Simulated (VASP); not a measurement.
Write the native input for VASP 6.6.1 that does the following.

| Quantity | Value |
| --- | --- |
| Task | single point |
| Functional | PBE |
| Potentials or basis | VASP PAW PBE potentials, release 64 (Hf_pv, H) |
| Cutoff | 520 eV |
| k mesh | 6 × 6 × 6 |
| Occupations | gaussian, width 0.1 eV |
| Spin | no spin polarisation |
| Dipole correction | no |
| Further INCAR settings | ALGO = Normal; EDIFF = 1e-06; NBANDS = 18 |

The structure of Hf2H lies in POSCAR:

```
Hf2H
1.0
    2.7246020800      1.5730497400      1.8595779200
   -2.7246020800      1.5730497400      1.8595779200
    0.0000000000     -3.1460994900      1.8595779200
Hf H
2 1
Direct
    0.7759092600      0.7759092600      0.7759092600
    0.2240907400      0.2240907400      0.2240907400
    0.5000000000      0.5000000000      0.5000000000
```

These files were run (other wordings do the same):

INCAR

```
PREC     = Accurate       # precision mode
ENCUT    = 520            # plane-wave cutoff, eV
EDIFF    = 1E-6           # SCF threshold, eV
ISMEAR   = 0              # smearing method
SIGMA    = 0.1            # smearing width, eV
LREAL    = False          # projectors in reciprocal space
LASPH    = True           # aspherical terms in the spheres
NELM     = 80             # most SCF steps
ALGO     = Normal         # electronic algorithm
ISIF     = 2              # what is computed and relaxed
LWAVE    = False          # write WAVECAR
LCHARG   = False          # write CHGCAR
GGA      = PE             # functional
NBANDS   = 18             # bands
```

KPOINTS

```
Automatic mesh
0
Gamma
  6 6 6
```

Potentials or basis: VASP PAW PBE potentials, release 64 (Hf_pv, H).

Launch:

```console
$ cat potpaw_PBE.64/Hf_pv/POTCAR potpaw_PBE.64/H/POTCAR > POTCAR
$ mpirun -np 1 vasp_std > vasp.out
```

It gave:

```
Pressure      : 14.2 GPa
Largest force : 1.121 eV/Å
```

Caveat: forces of over 1 eV/Å act on the atoms, so gaps and moduli don't describe the material at rest.

It took 23 s on 1 thread of AMD EPYC 7R43 64-Core Processor (Zen 3), on a shared host, peak memory 0.13 GiB.
